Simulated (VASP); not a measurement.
Here is a VASP 6.6.1 calculation.

File INCAR:

```
PREC = Accurate ; ENCUT = 520
EDIFF = 1E-7 ; ISMEAR = 0
SIGMA = 0.1 ; LREAL = F
LASPH = T ; NELM = 150
ALGO = Normal ; ISIF = 2
LWAVE = F ; LCHARG = T
ISPIN = 2 ; MAGMOM = 0 -3 -3 0
LORBIT = 11 ; LMAXMIX = 4
GGA = PE ; LELF = T
LVHAR = T ; NBANDS = 28
```

The input KPOINTS:

```
regular mesh
0
Gamma
  6 6 6
```

The input POSCAR:

```
AlCr2C
1.0
    4.3924525500      0.0000000000      0.0000000000
   -2.1962262700      3.8039754900      0.0000000000
    0.0000000000      0.0000000000      3.3719961400
Al Cr C
1 2 1
Direct
    0.3333333300      0.6666666700      0.5000000000
    0.0000000000      0.0000000000      0.0000000000
    0.6666666700      0.3333333300      0.0000000000
    0.0000000000      0.0000000000      0.5000000000
```

Potentials or basis: VASP PAW PBE potentials, release 64 (Al, Cr_pv, C).

Run with:

```console
$ cat potpaw_PBE.64/Al/POTCAR potpaw_PBE.64/Cr_pv/POTCAR potpaw_PBE.64/C/POTCAR > POTCAR
$ mpirun -np 1 vasp_std > vasp.out
```

(1) Predict the net moment.

(2) Predict the pressure.

(3) What does it give for the site moments?

## Answers

(1) -0.51 μB per cell.

(2) 1.3 GPa.

(3) Al -0.00; Cr -0.41, -0.03; C -0.01 μB.

Caveat: the stress differs along the axes, from -24 to 52 GPa.
